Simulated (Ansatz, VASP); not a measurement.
# CsBr: VASP beside Ansatz

File INCAR:

```
SYSTEM = CsBr
  PREC = Accurate
  ENCUT = 500
  EDIFF = 1E-6
  ISMEAR = -1
  SIGMA = 0.1
  LREAL = .False.
  LASPH = .True.
  NELM = 120
  ALGO = Normal
  ISIF = 2
  LWAVE = .False.
  LCHARG = .False.
  GGA = PE
  NBANDS = 15
  GGA_COMPAT = .False.
```

The input KPOINTS:

```
regular mesh
0
Gamma
  11 11 11
  0 0 0
```

POSCAR

```
CsBr
1.0
    3.7011708484      0.0000000000      0.0000000000
    0.0000000000      3.7011708484      0.0000000000
    0.0000000000      0.0000000000      3.7011708484
Cs Br
1 1
Direct
    0.0000000000      0.0000000000      0.0000000000
    0.5000000000      0.5000000000      0.5000000000
```

Input for Ansatz:

```yaml
crystal:
  lattice:
    - [3.7011708484, 0.0, 0.0]
    - [0.0, 3.7011708484, 0.0]
    - [0.0, 0.0, 3.7011708484]
  atoms:
    - { symbol: Cs, position: [0.0, 0.0, 0.0] }
    - { symbol: Br, position: [0.5, 0.5, 0.5] }
kpoints:
  mp_grid: { grid: [11, 11, 11] }
scf:
  occupations: { method: fermi_dirac, width: 0.1 }
hamiltonian:
  xc: pbe
  pseudopotentials: { kind: all_electron, lapw: { basis_error: 0.001 } }
output:
  forces: true
  stress: true
  eigenvalues: true
  populations: true
```

Change from the starting cell: volume scaled by 0.6, LAPW.

Alike in both runs: task single point; functional PBE; k mesh 11 × 11 × 11; occupations fermi-dirac, width 0.1 eV; no spin polarisation.

|  | VASP | Ansatz |
| --- | --- | --- |
| version | VASP 6.6.1 | Ansatz 0.2.0 |
| potentials or method | VASP PAW PBE potentials, release 64 (Cs_sv, Br), cutoff 500 eV | all-electron LAPW, scalar-relativistic |

```csv
,VASP,Ansatz,Ansatz less VASP
pressure (GPa),23.3,22.8,-0.53
```

Ansatz ran all-electron here, and VASP with PAW potentials.

Neither program's run includes spin-orbit coupling.
